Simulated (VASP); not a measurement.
A run of VASP 6.6.1 is set up as follows.

File INCAR:

```
SYSTEM = AlP
ALGO = Normal ; EDIFF = 1E-7
EDIFFG = -0.001 ; ENCUT = 500
GGA = PS ; GGA_COMPAT = .FALSE.
IBRION = 2 ; ISIF = 3
ISMEAR = 0 ; LASPH = .TRUE.
LCHARG = .FALSE. ; LREAL = .FALSE.
LWAVE = .FALSE. ; NELM = 120
NELMIN = 4 ; NSW = 80
PREC = Accurate ; PSTRESS = 500.0
SIGMA = 0.01
```

Contents of KPOINTS:

```
k-points
0
G
  10 10 10
  0 0 0
```

File POSCAR:

```
AlP
1.0
    0.0000000000      2.4666894670      2.4666894670
    2.4666894670      0.0000000000      2.4666894670
    2.4666894670      2.4666894670      0.0000000000
Al P
1 1
Direct
    0.0000000000      0.0000000000      0.0000000000
    0.7500000000      0.7500000000      0.7500000000
```

Potentials or basis: VASP PAW PBE potentials, release 64 (Al, P).

Launch:

```sh
$ cat potpaw_PBE.64/Al/POTCAR potpaw_PBE.64/P/POTCAR > POTCAR
$ mpirun -np 1 vasp_std > vasp.out
```

Estimate the relaxed volume.

15.02 Å³/atom.

What does it give for the relaxed cell?

a = 3.489 Å, b = 3.489 Å, c = 3.489 Å, α = 60.00°, β = 60.00°, γ = 60.00°.

Predict the band gap on the k mesh.

0.66 eV, indirect (least direct gap 3.47 eV).

Predict the space group after relaxing (to 0.05 Å).

F-43m (No. 216).

The path:
| step | energy change (eV) | largest force (eV/Å) | pressure (GPa) | volume (Å³) |
| --- | --- | --- | --- | --- |
| 1 | 0.0000 | 0.0000 | 50.13 | 30.02 |
| 2 | -0.0162 | 0.0000 | 49.69 | 30.07 |
| 3 | -0.0045 | 0.0000 | 50.01 | 30.03 |

Caveat: the cell is relaxed towards a set pressure, so the enthalpy falls and the energy may rise; the PAW data sets were made with another functional, which shifts forces and pressure a little. A k mesh can miss the band edges.
